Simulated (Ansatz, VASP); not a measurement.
# ZrTi3C4: VASP beside Ansatz

The input INCAR:

```
SYSTEM = ZrTi3C4
ALGO = Normal ; EDIFF = 1E-6
EDIFFG = -0.04 ; ENCUT = 600
GGA = PE ; IBRION = 2
ISIF = 3 ; ISMEAR = 0
LASPH = .True. ; LCHARG = .False.
LREAL = .False. ; LWAVE = .False.
NELM = 80 ; NSW = 90
PREC = Accurate ; SIGMA = 0.1
```

Contents of KPOINTS:

```
k-points
0
Gamma
  4 4 4
  0 0 0
```

File POSCAR:

```
ZrTi3C4
1.0
    4.8054145400      0.0000000000      0.0000000000
    0.0000000000      4.8054145400      0.0000000000
    0.0000000000      0.0000000000      4.8054145400
Zr Ti C
1 3 4
Direct
    0.0000000000      0.0000000000      0.0000000000
    0.5000000000      0.0000000000      0.5000000000
    0.5000000000      0.5000000000      0.0000000000
    0.0000000000      0.5000000000      0.5000000000
    0.0000000000      0.5000000000      0.0000000000
    0.5000000000      0.5000000000      0.5000000000
    0.0000000000      0.0000000000      0.5000000000
    0.5000000000      0.0000000000      0.0000000000
```

Input for Ansatz:

```yaml
crystal:
  lattice:
    - [4.80541454, 0.0, 0.0]
    - [0.0, 4.80541454, 0.0]
    - [0.0, 0.0, 4.80541454]
  atoms:
    - { symbol: Zr, position: [0.0, 0.0, 0.0] }
    - { symbol: Ti, position: [0.5, 0.0, 0.5] }
    - { symbol: Ti, position: [0.5, 0.5, 0.0] }
    - { symbol: Ti, position: [0.0, 0.5, 0.5] }
    - { symbol: C, position: [0.0, 0.5, 0.0] }
    - { symbol: C, position: [0.5, 0.5, 0.5] }
    - { symbol: C, position: [0.0, 0.0, 0.5] }
    - { symbol: C, position: [0.5, 0.0, 0.0] }
basis:
  ecutwfc: 420
kpoints:
  mp_grid: { grid: [4, 4, 4] }
hamiltonian:
  xc: pbe
scf:
  occupations: { method: gaussian, width: 0.1 }
  lower_state_search: "off"
output:
  forces: true
  stress: true
  eigenvalues: true
relax:
  adjacent_minimum: "off"
  f_tol: 0.04
  max_steps: 70
  cell: { stress_tol: 0.4 }
```

Alike in both runs: task relaxation of cell and atoms; functional PBE; k mesh 4 × 4 × 4; occupations gaussian, width 0.1 eV; no spin polarisation.

|  | VASP | Ansatz |
| --- | --- | --- |
| version | VASP 6.6.1 | Ansatz 0.2.0 |
| potentials or method | VASP PAW PBE potentials, release 64 (Zr_sv, Ti_sv, C), cutoff 600 eV | scalar-relativistic, plane waves, PAW |
| valence electrons in the cell | 64 | 64 |

VASP gave:

* gap on the k mesh at the Fermi level, each at its own relaxed structure (eV): none
* relaxed volume (Å³/atom): 10.94
* relaxed length of the cell vector where the two differ most in proportion (Å): 4.440

Task: Which values does Ansatz return?

Result: gap on the k mesh at the Fermi level, each at its own relaxed structure (eV): none; relaxed volume (Å³/atom): 10.97; relaxed length of the cell vector where the two differ most in proportion (Å): 4.444.

A gap of «none» marks a metal or a gap that the smearing closes.

Noted on VASP's run: the volume moved by over 15 % at a fixed basis, so the end points are rough.
